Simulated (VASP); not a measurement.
# ZnSe (zincblende type) (F-43m) in VASP: notebook

The runs below take ZnSe (zincblende type) through single point, with r2SCAN.

Program: VASP 6.6.1. These are calculated values, not measurements. Logs are shortened: lines on timing, memory, paths and dates and some standing lists are left out, and cuts for length are marked.

### 1 The cell of the first run

The structure is cubic, space group F-43m (No. 216). The conventional cell has a = 5.428 Å, b = 5.428 Å, c = 5.428 Å, α = 90.00°, β = 90.00°, γ = 90.00°. Within 3.1 Å of Zn (site symmetry -43m) lie 4 Se at 2.35 Å. Se (site symmetry -43m) has 4 Zn at 2.35 Å within 3.1 Å.

### 2 Single point, r2SCAN (19.99 Å³/atom)

POSCAR

```
ZnSe
1.0
    0.0000000000      2.7139745817      2.7139745817
    2.7139745817      0.0000000000      2.7139745817
    2.7139745817      2.7139745817      0.0000000000
Zn Se
1 1
Direct
    0.0000000000      0.0000000000      0.0000000000
    0.2500000000      0.2500000000      0.2500000000
```

INCAR.step1

```
PREC     = Accurate       # precision mode
ENCUT    = 550            # plane-wave cutoff, eV
ISMEAR   = -1             # smearing method
SIGMA    = 0.05           # smearing width, eV
LREAL    = F              # projectors in reciprocal space
LASPH    = T              # aspherical terms in the spheres
NELM     = 120            # most SCF steps
NBANDS   = 16             # bands
GGA      = PE             # functional
ALGO     = Normal         # electronic algorithm
EDIFF    = 1E-5           # SCF threshold, eV
LWAVE    = T              # write WAVECAR
LCHARG   = F              # write CHGCAR
GGA_COMPAT= F
```

INCAR.step2

```
PREC     = Accurate       # precision mode
ENCUT    = 550            # plane-wave cutoff, eV
EDIFF    = 1E-6           # SCF threshold, eV
ISMEAR   = -1             # smearing method
SIGMA    = 0.05           # smearing width, eV
LREAL    = F              # projectors in reciprocal space
LASPH    = T              # aspherical terms in the spheres
NELM     = 120            # most SCF steps
ALGO     = Normal         # electronic algorithm
ISIF     = 2              # what is computed and relaxed
LWAVE    = F              # write WAVECAR
LCHARG   = F              # write CHGCAR
METAGGA  = R2SCAN         # meta-GGA
LMIXTAU  = T            
NBANDS   = 16             # bands
ISTART   = 1            
GGA_COMPAT= F
```

KPOINTS

```
Automatic mesh
0
Gamma
  11 11 11
```

Potentials or basis: VASP PAW PBE potentials, release 64 (Zn, Se).

On the command line:

```sh
cat potpaw_PBE.64/Zn/POTCAR potpaw_PBE.64/Se/POTCAR > POTCAR
cp INCAR.step1 INCAR
mpirun -np 1 vasp_std > vasp.out
cp INCAR.step2 INCAR
mpirun -np 1 vasp_std > vasp.out
```

OUTCAR:

```text
PREC = Accurate
   ENCUT = 550
   EDIFF = 1E-6
   ISMEAR = -1
   LREAL = F
   LASPH = T
   NELM = 120
   ISIF = 2
   METAGGA = R2SCAN
   ISTART = 1

 ion  position               nearest neighbor table
   1  0.000  0.000  0.000-   2 2.35   2 2.35   2 2.35   2 2.35
   2  0.250  0.250  0.250-   1 2.35   1 2.35   1 2.35   1 2.35

  LATTYP: Found a face centered cubic cell.
 ALAT       =     5.4279491634

  Lattice vectors:

 A1 = (   0.0000000000,   2.7139745817,   2.7139745817)
 A2 = (   2.7139745817,   0.0000000000,   2.7139745817)
 A3 = (   2.7139745817,   2.7139745817,   0.0000000000)

Analysis of symmetry for initial positions (statically):
=====================================================================
 Subroutine PRICEL returns:
 Original cell was already a primitive cell.

 Routine SETGRP: Setting up the symmetry group for a
 face centered cubic supercell.

 Subroutine GETGRP returns: Found 24 space group operations
 (whereof 24 operations were pure point group operations)
 out of a pool of 48 trial point group operations.

The static configuration has the point symmetry T_d .

Analysis of symmetry for dynamics (positions and initial velocities):
=====================================================================
 Subroutine PRICEL returns:
 Original cell was already a primitive cell.

 Routine SETGRP: Setting up the symmetry group for a
 face centered cubic supercell.

 Subroutine GETGRP returns: Found 24 space group operations
 (whereof 24 operations were pure point group operations)
 out of a pool of 48 trial point group operations.

The dynamic configuration has the point symmetry T_d .

 Subroutine INISYM returns: Found 24 space group operations
 (whereof 24 operations are pure point group operations),
 and found     1 'primitive' translations

----------------------------------------------------------------------------------------

                                     Primitive cell

  volume of cell :      39.9804

  direct lattice vectors                    reciprocal lattice vectors
     0.000000000  2.713974582  2.713974582    -0.184231644  0.184231644  0.184231644
     2.713974582  0.000000000  2.713974582     0.184231644 -0.184231644  0.184231644
     2.713974582  2.713974582  0.000000000     0.184231644  0.184231644 -0.184231644

  length of vectors
     3.838139661  3.838139661  3.838139661     0.319098568  0.319098568  0.319098568

  position of ions in fractional coordinates (direct lattice)
     0.000000000  0.000000000  0.000000000
     0.250000000  0.250000000  0.250000000

  ion indices of the primitive-cell ions
   primitive index   ion index
                 1           1
                 2           2

----------------------------------------------------------------------------------------

 KPOINTS: Automatic mesh

Automatic generation of k-mesh.
 Grid dimensions read from file:
 generate k-points for:   11   11   11

 Generating k-lattice:

  Cartesian coordinates                     Fractional coordinates (reciprocal lattice)
    -0.016748331  0.016748331  0.016748331     0.090909091  0.000000000  0.000000000
     0.016748331 -0.016748331  0.016748331     0.000000000  0.090909091  0.000000000
     0.016748331  0.016748331 -0.016748331     0.000000000  0.000000000  0.090909091

  Length of vectors
     0.029008961  0.029008961  0.029008961

  Shift w.r.t. Gamma in fractional coordinates (k-lattice)
     0.000000000  0.000000000  0.000000000

 Subroutine IBZKPT returns following result:
 ===========================================

 Found     56 irreducible k-points:

 Following reciprocal coordinates:
            Coordinates               Weight
  0.000000  0.000000  0.000000      1.000000
  0.090909  0.000000  0.000000      8.000000
  0.181818  0.000000  0.000000      8.000000
  0.272727  0.000000  0.000000      8.000000
  0.363636  0.000000  0.000000      8.000000
  0.454545  0.000000  0.000000      8.000000
[... 16 lines left out ...]
 -0.272727  0.181818  0.000000     24.000000
 -0.181818  0.181818  0.000000     12.000000
 [... further k-points ...]
   k-points           NKPTS =     56   k-points in BZ     NKDIM =     56   number of bands    NBANDS=     16
   number of dos      NEDOS =    301   number of ions     NIONS =      2
   total plane-waves  NPLWV =  27000
   dimension x,y,z NGX =    30 NGY =   30 NGZ =   30
   dimension x,y,z NGXF=    60 NGYF=   60 NGZF=   60
   ions per type =               1   1
   NGX,Y,Z   is equivalent  to a cutoff of  12.99, 12.99, 12.99 a.u.
   NGXF,Y,Z  is equivalent  to a cutoff of  25.99, 25.99, 25.99 a.u.
 SYSTEM =  unknown system
   PREC   = accura    normal or accurate (medium, high low for compatibility)
   ISTART =      1    job   : 0-new  1-cont  2-samecut
   ICHARG =      0    charge: 1-file 2-atom 10-const
   ISPIN  =      1    spin polarized calculation?
   LNONCOLLINEAR =      F non collinear calculations
   LSORBIT =      F    spin-orbit coupling
   LASPH  =      T    aspherical Exc in radial PAW
   ENCUT  =  550.0 eV  40.42 Ry    6.36 a.u.   7.34  7.34  7.34*2*pi/ulx,y,z
   NELM   =    120;   NELMIN=  2; NELMDL=  0     # of ELM steps
   EDIFF  = 0.1E-05   stopping-criterion for ELM
   LREAL  =      F    real-space projection
   EDIFFG = 0.1E-04   stopping-criterion for IOM
   NSW    =      0    number of steps for IOM
   IBRION =     -1    ionic relax: 0-MD 1-quasi-New 2-CG
   NFREE  =      0    steps in history (QN), initial steepest desc. (CG)
   ISIF   =      2    stress and relaxation
   ISYM   =      2    0-nonsym 1-usesym 2-fastsym
   POTIM  = 0.5000    time-step for ionic-motion
   TEBEG  =    0.0;   TEEND  =   0.0 temperature during run
   PSTRESS=    0.0 pullay stress
   NELECT =      18.0000    total number of electrons
   NUPDOWN=      -1.0000    fix difference up-down
   EMIN   =  10.00;   EMAX   =-10.00  energy-range for DOS
   EFERMI =   0.00;   METHOD = LEGACY
   ISMEAR =    -1;   SIGMA  =   0.05  broadening in eV -4-tet -1-fermi 0-gaus
   EFERMI_NEDOS =   21; number of points for ismear=-14 and -15
   IALGO  =     38    algorithm
   IMIX   =      4    mixing-type and parameters
     AMIX     =   0.40;   BMIX     =  1.00
     AMIX_MAG =   1.60;   BMIX_MAG =  1.00
  volume/ion in A,a.u.               =      19.99       134.90
  Fermi-wavevector in a.u.,A,eV,Ry     =   1.254729  2.371094 21.420258  1.574345
  Thomas-Fermi vector in A             =   2.388520
   LORBIT       =      0    0 simple, 1 ext, 2 COOP (PROOUT), +10 PAW based schemes
   METAGGA = R2SCAN    functional components
   LHFCALC =     F    Hartree Fock is set to
   AEXX    =    0.0000 exact exchange contribution
   IVDW    =     0    specifies the selected vdW correction
   LEPSILON=     F    determine dielectric tensor
   LRPA    =     F    only Hartree local field effects (RPA)
 non-spin polarized calculation
  energy-cutoff  :      550.00
  volume of cell :       39.98
 maximum number of plane-waves:      1211
 NGX is ok and might be reduce to    30
   NGX = 15   NGY = 15   NGZ = 15

 number of electron      18.0000013 magnetization

 Free energy of the ion-electron system (eV)
  ---------------------------------------------------
  ext. energy  EPLUGINS =         0.00000000
  ---------------------------------------------------
  free energy    TOTEN  =       -24.73661146 eV

  energy without entropy =      -24.73661146  energy(sigma->0) =      -24.73661146

 E-fermi :   3.4692     XC(G=0): -10.5711

 val. band max:        2.5114272552   @ k =   0.0000   0.0000   0.0000
 cond. band min:       4.9689732592   @ k =   0.0000   0.0000   0.0000
 fundamental gap:      2.4575460040
 Fermi energy:         3.4692403076

 k-point     1 :       0.0000    0.0000    0.0000
  band No.  band energies     occupation
      1     -12.1627      2.00000
      2      -4.7473      2.00000
      3      -4.7473      2.00000
      4      -4.7473      2.00000
      5      -4.2004      2.00000
      6      -4.2004      2.00000
[... 8 lines left out ...]
     15      14.7943      0.00000
     16      14.7943      0.00000

 k-point     2 :       0.0909    0.0000    0.0000
  band No.  band energies     occupation
      1     -12.0920      2.00000
      2      -4.7484      2.00000
      3      -4.7352      2.00000
      4      -4.7352      2.00000
      5      -4.2018      2.00000
      6      -4.2018      2.00000
[... 8 lines left out ...]
     15      14.1753      0.00000
     16      14.2399      0.00000

 k-point     3 :       0.1818    0.0000    0.0000
  band No.  band energies     occupation
      1     -11.8932      2.00000
      2      -4.7397      2.00000
      3      -4.7040      2.00000
      4      -4.7040      2.00000
      5      -4.2032      2.00000
      6      -4.2032      2.00000
[... 8 lines left out ...]
     15      13.6000      0.00000
     16      14.5431      0.00000

 k-point     4 :       0.2727    0.0000    0.0000
  band No.  band energies     occupation
      1     -11.6086      2.00000
      2      -4.6843      2.00000
      3      -4.6671      2.00000
      4      -4.6671      2.00000
      5      -4.1991      2.00000
      6      -4.1991      2.00000
[... 8 lines left out ...]
     15      13.8079      0.00000
     16      14.0071      0.00000

 k-point     5 :       0.3636    0.0000    0.0000
  band No.  band energies     occupation
      1     -11.3165      2.00000
      2      -4.6386      2.00000
      3      -4.6386      2.00000
      4      -4.5210      2.00000
      5      -4.1877      2.00000
      6      -4.1877      2.00000
[... 8 lines left out ...]
     15      14.8676      0.00000
     16      14.8676      0.00000

 k-point     6 :       0.4545    0.0000    0.0000
  band No.  band energies     occupation
      1     -11.1253      2.00000
      2      -4.6246      2.00000
      3      -4.6246      2.00000
      4      -4.1768      2.00000
      5      -4.1768      2.00000
      6      -4.1744      2.00000
[... 8 lines left out ...]
     15      16.3953      0.00000
     16      16.3953      0.00000
[... 267 lines left out ...]
 k-point    21 :      -0.4545    0.1818    0.0000
  band No.  band energies     occupation
      1     -10.9677      2.00000
      2      -4.6277      2.00000
      3      -4.5584      2.00000
      4      -4.2772      2.00000
      5      -4.1770      2.00000
      6      -3.9515      2.00000
[... 8 lines left out ...]
     15      16.0655      0.00000
     16      16.6908      0.00000

 k-point    22 :      -0.3636    0.1818    0.0000
  band No.  band energies     occupation
      1     -11.0327      2.00000
      2      -4.6192      2.00000
      3      -4.5748      2.00000
      4      -4.3091      2.00000
      5      -4.1999      2.00000
      6      -4.1096      2.00000
[... 8 lines left out ...]
     15      15.0853      0.00000
     16      16.6985      0.00000

 k-point    23 :      -0.2727    0.1818    0.0000
  band No.  band energies     occupation
      1     -11.2442      2.00000
      2      -4.6229      2.00000
      3      -4.6076      2.00000
      4      -4.5405      2.00000
      5      -4.2191      2.00000
      6      -4.1566      2.00000
[... 8 lines left out ...]
     15      15.9785      0.00000
     16      17.5884      0.00000

 k-point    24 :      -0.1818    0.1818    0.0000
  band No.  band energies     occupation
      1     -11.5132      2.00000
      2      -4.6827      2.00000
      3      -4.6498      2.00000
      4      -4.6373      2.00000
      5      -4.2242      2.00000
      6      -4.1734      2.00000
[... 8 lines left out ...]
     15      15.3145      0.00000
     16      16.8828      0.00000

 [... further k-points ...]

------------------------ aborting loop because EDIFF is reached ----------------------------------------

  FORCE on cell =-STRESS in cart. coord.  units (eV):
  Direction    XX          YY          ZZ          XY          YZ          ZX
  --------------------------------------------------------------------------------------
  -------------------------------------------------------------------------------------
  Total        2.8264675      2.8264675      2.8264675     -0.0000000     -0.0000000      0.0000000
  in kB      113.2680058    113.2680058    113.2680058     -0.0000000     -0.0000000      0.0000000
  external PRESSURE =     113.2680058 kB  Pullay stress =       0.0000000 kB

 VOLUME and BASIS-vectors are now :
 -----------------------------------------------------------------------------
  energy-cutoff  :      550.00
  volume of cell :       39.98
      direct lattice vectors                 reciprocal lattice vectors
     0.000000000  2.713974582  2.713974582    -0.184231644  0.184231644  0.184231644
     2.713974582  0.000000000  2.713974582     0.184231644 -0.184231644  0.184231644
     2.713974582  2.713974582  0.000000000     0.184231644  0.184231644 -0.184231644

 POSITION                                       TOTAL-FORCE (eV/Angst)
 -----------------------------------------------------------------------------------
      0.00000      0.00000      0.00000        -0.000000     -0.000000      0.000000
      1.35699      1.35699      1.35699         0.000000      0.000000     -0.000000
 -----------------------------------------------------------------------------------
    total drift:                               -0.000001     -0.000001     -0.000001

  FREE ENERGIE OF THE ION-ELECTRON SYSTEM (eV)
  ---------------------------------------------------
  free  energy   TOTEN  =       -24.7366114647 eV

  energy  without entropy=      -24.7366114647  energy(sigma->0) =      -24.73661146
```

Wall time 92 s (1 thread of Intel Xeon 6975P-C (Granite Rapids), shared host); peak memory 0.19 GiB.

Results:

```
Free energy            : -24.7366 eV
Pressure               : 11.3 GPa
Band gap on the k mesh : 2.46 eV
```

Levels at points of the mesh, in eV from the valence-band top:
| k point | band 7 | band 8 | band 9 | band 10 | band 11 | band 12 |
| --- | --- | --- | --- | --- | --- | --- |
| (0.00, 0.00, 0.00) | 0.00 | 0.00 | 0.00 | 2.46 | 6.23 | 6.23 |

Caveat: the cell stands under pressure; the PAW data sets were made with another functional, which shifts forces and pressure a little.

### 3 Single point, r2SCAN (21.35 Å³/atom)

This run uses another cell than the first one, of 21.35 Å³/atom.

POSCAR

```
ZnSe
1.0
    0.0000000000      2.7743047770      2.7743047770
    2.7743047770      0.0000000000      2.7743047770
    2.7743047770      2.7743047770      0.0000000000
Zn Se
1 1
Direct
    0.0000000000      0.0000000000      0.0000000000
    0.2500000000      0.2500000000      0.2500000000
```

INCAR.step1

```
PREC = Accurate
ENCUT = 550
ISMEAR = -1
SIGMA = 0.05
LREAL = False
LASPH = True
NELM = 120
NBANDS = 16
GGA = PE
ALGO = Normal
EDIFF = 1E-5
LWAVE = True
LCHARG = False
GGA_COMPAT = False
```

INCAR.step2

```
PREC = Accurate
ENCUT = 550
EDIFF = 1E-6
ISMEAR = -1
SIGMA = 0.05
LREAL = False
LASPH = True
NELM = 120
ALGO = Normal
ISIF = 2
LWAVE = False
LCHARG = False
METAGGA = R2SCAN
LMIXTAU = True
NBANDS = 16
ISTART = 1
GGA_COMPAT = False
```

KPOINTS

```
regular mesh
0
Gamma
  11 11 11
```

Potentials or basis: VASP PAW PBE potentials, release 64 (Zn, Se).

On the command line:

```sh
cat potpaw_PBE.64/Zn/POTCAR potpaw_PBE.64/Se/POTCAR > POTCAR
cp INCAR.step1 INCAR
mpirun -np 1 vasp_std > vasp.out
cp INCAR.step2 INCAR
mpirun -np 1 vasp_std > vasp.out
```

It took 90 s on 1 thread of Intel Xeon 6975P-C (Granite Rapids), shared host; peak memory 0.2 GiB.

It converged, with:

```yaml
Free_energy: -24.8704 eV
Pressure: 4.8 GPa
Band_gap_on_the_k_mesh: 2.15 eV
```

Levels at points of the mesh, in eV from the valence-band top:
```tsv
k point	band 6	band 7	band 8	band 9	band 10	band 11	band 12	band 13
(0.00, 0.00, 0.00)	-6.47	0.00	0.00	0.00	2.15	6.28	6.28	6.28
```

Caveat: the cell stands under pressure; the PAW data sets were made with another functional, which shifts forces and pressure a little.
